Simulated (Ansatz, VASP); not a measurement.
## CsPbCl3: VASP beside Ansatz

The input INCAR:

```
SYSTEM = CsPbCl3
ALGO     = Normal         ! electronic algorithm
EDIFF    = 1E-6           ! SCF threshold, eV
ENCUT    = 520            ! plane-wave cutoff, eV
GGA      = PE             ! functional
ISIF     = 2              ! what is computed and relaxed
ISMEAR   = 0              ! smearing method
LASPH    = .TRUE.         ! aspherical terms in the spheres
LCHARG   = .TRUE.         ! write CHGCAR
LELF     = .TRUE.         ! ELF
LREAL    = .FALSE.        ! projectors in reciprocal space
LVHAR    = .TRUE.       
LWAVE    = .FALSE.        ! write WAVECAR
NBANDS   = 30             ! bands
NELM     = 80             ! most SCF steps
PREC     = Accurate       ! precision mode
SIGMA    = 0.02           ! smearing width, eV
```

KPOINTS

```
k-points
0
G
  6 6 6
  0 0 0
```

The input POSCAR:

```
CsPbCl3
1.0
    5.6773372970      0.0000000000      0.0000000000
    0.0000000000      5.6773372970      0.0000000000
    0.0000000000      0.0000000000      5.6773372970
Cs Pb Cl
1 1 3
Direct
    0.0000000000      0.0000000000      0.0000000000
    0.5000000000      0.5000000000      0.5000000000
    0.5000000000      0.5000000000      0.0000000000
    0.0000000000      0.5000000000      0.5000000000
    0.5000000000      0.0000000000      0.5000000000
```

Input for Ansatz:

```yaml
crystal:
  lattice:
    - [5.677337297, 0.0, 0.0]
    - [0.0, 5.677337297, 0.0]
    - [0.0, 0.0, 5.677337297]
  atoms:
    - { symbol: Cs, position: [0.0, 0.0, 0.0] }
    - { symbol: Pb, position: [0.5, 0.5, 0.5] }
    - { symbol: Cl, position: [0.5, 0.5, 0.0] }
    - { symbol: Cl, position: [0.0, 0.5, 0.5] }
    - { symbol: Cl, position: [0.5, 0.0, 0.5] }
basis:
  ecutwfc: 420
kpoints:
  mp_grid: { grid: [6, 6, 6] }
hamiltonian:
  xc: pbe
scf:
  occupations: { method: gaussian, width: 0.02 }
output:
  forces: true
  stress: true
  eigenvalues: true
```

Alike in both runs: task single point; functional PBE; k mesh 6 × 6 × 6; occupations gaussian, width 0.02 eV; no spin polarisation.

```csv
,VASP,Ansatz
version,VASP 6.6.1,Ansatz 0.2.0
potentials or method,"VASP PAW PBE potentials, release 64 (Cs_sv, Pb_d, Cl), cutoff 520 eV","scalar-relativistic, plane waves, PAW"
valence electrons in the cell,44,44
```

|  | VASP | Ansatz | Ansatz less VASP |
| --- | --- | --- | --- |
| gap on the k mesh at the Fermi level (eV) | 2.10 | 2.09 | -0.009 |
| least direct gap on the mesh (eV) | 2.10 | 2.09 | -0.009 |
| pressure (GPa) | 0.7 | 0.7 | +0.05 |

With one functional, cell and mesh, what is left measures potentials, basis and numerics.

Neither program's run includes spin-orbit coupling.
